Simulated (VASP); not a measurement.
## Hg: relaxation of cell and atoms with r2SCAN

The system is Hg.

```
CELL_PARAMETERS angstrom
2.98907 0.00000 0.00000
0.00000 2.98907 0.00000
0.00000 0.00000 2.98907
ATOMIC_POSITIONS crystal
Hg 0.00000 0.00000 0.00000
```

| Quantity | Value |
| --- | --- |
| Program | VASP 6.6.1 |
| Task | relaxation of cell and atoms |
| Functional | r2SCAN |
| Potentials or basis | VASP PAW PBE potentials, release 64 (Hg_sv_GW) |
| Cutoff | 600 eV |
| k mesh | 18 × 18 × 18 |
| Occupations | gaussian, width 0.1 eV |
| Spin | no spin polarisation |
| Dipole correction | no |
| Further INCAR settings | ALGO = Normal; EDIFF = 1e-07; IBRION = 2; EDIFFG = -0.01; NSW = 100; ISIF = 3 |

* Relaxed volume: 27.22 Å³/atom
* Relaxed cell: a = 3.008 Å, b = 3.008 Å, c = 3.008 Å, α = 90.00°, β = 90.00°, γ = 90.00°
* Space group after relaxing (to 0.1 Å): Pm-3m (No. 221)
* Energy gained by relaxing: 1.0 meV/atom
* Ionic steps: 3
* Pressure after relaxing: 0.0 GPa
* Band gap on the k mesh: zero (bands 10 and 11 overlap by 6.36 eV)

The path:
```tsv
step	energy change (eV)	largest force (eV/Å)	pressure (GPa)	volume (Å³)
1	0.0000	0.0000	0.57	26.71
2	-0.0009	0.0000	0.18	27.07
3	-0.0010	0.0000	0.02	27.22
```

Final structure:
```
Hg
1.0
     3.00797    0.00000    0.00000
     0.00000    3.00797    0.00000
     0.00000    0.00000    3.00797
Hg
1
Cartesian
  0.0000 0.0000 0.0000
```

Levels at points of the mesh, in eV from the Fermi level:
| k point | band 8 | band 9 | band 10 | band 11 | band 12 | band 13 |
| --- | --- | --- | --- | --- | --- | --- |
| (0.00, 0.00, 0.00) | -6.33 | -6.33 | -6.33 | 10.16 | 10.16 | 10.16 |
| (0.50, 0.00, 0.00) | -6.99 | -6.27 | -2.98 | -1.66 | 14.02 | 14.02 |
| (0.50, 0.50, 0.00) | -6.89 | -5.71 | 0.59 | 1.57 | 1.57 | 7.59 |
| (0.50, 0.50, 0.50) | -5.66 | -5.66 | 4.69 | 4.86 | 4.86 | 4.86 |

Wall time 5.7 min on 1 thread of Intel(R) Xeon(R) 6975P-C (Granite Rapids) (shared host), peak memory 0.26 GiB.

Caveat: the PAW data sets were made with another functional, which shifts forces and pressure a little; spin-orbit coupling is left out, which moves the levels of the heavy elements.
